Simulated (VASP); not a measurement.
A run of VASP 6.6.1 is set up as follows.

The input INCAR:

```
PREC     = Accurate       # precision mode
ENCUT    = 520            # plane-wave cutoff, eV
EDIFF    = 1E-6           # SCF threshold, eV
ISMEAR   = 0              # smearing method
SIGMA    = 0.05           # smearing width, eV
LREAL    = F              # projectors in reciprocal space
LASPH    = T              # aspherical terms in the spheres
NELM     = 80             # most SCF steps
ALGO     = Normal         # electronic algorithm
ISIF     = 2              # what is computed and relaxed
LWAVE    = F              # write WAVECAR
LCHARG   = F              # write CHGCAR
GGA      = PE             # functional
IVDW     = 12             # dispersion correction
NBANDS   = 20             # bands
```

File KPOINTS:

```
regular mesh
0
Gamma
  9 9 4
```

File POSCAR:

```
Al2O3
1.0
    2.7812000000      0.0000000000      0.0000000000
   -1.3906000000      2.4085898530      0.0000000000
    0.0000000000      0.0000000000      6.8585000000
Al O
2 3
Direct
    0.0000000000      0.0000000000      0.1907358529
    0.0000000000      0.0000000000      0.8092641471
    0.3333333333      0.6666666667      0.2840924954
    0.6666666667      0.3333333333      0.0000000000
    0.3333333333      0.6666666667      0.7159075046
```

Potentials or basis: VASP PAW PBE potentials, release 64 (Al, O).

Command:

```bash
$ cat potpaw_PBE.64/Al/POTCAR potpaw_PBE.64/O/POTCAR > POTCAR
$ mpirun -np 1 vasp_std > vasp.out
```

**Question.** Estimate the largest force.

**Answer.** 1.660 eV/Å.

**Question.** Estimate the dispersion energy per atom.

**Answer.** -0.220 eV.

Forces in eV/Å, atoms in the order of the input:
```
Al   0.000  0.000  0.139
Al   0.000  0.000 -0.139
O    0.000  0.000  1.660
O    0.000  0.000  0.000
O    0.000  0.000 -1.660
```

Caveat: forces of over 1 eV/Å act on the atoms, so gaps and moduli don't describe the material at rest.
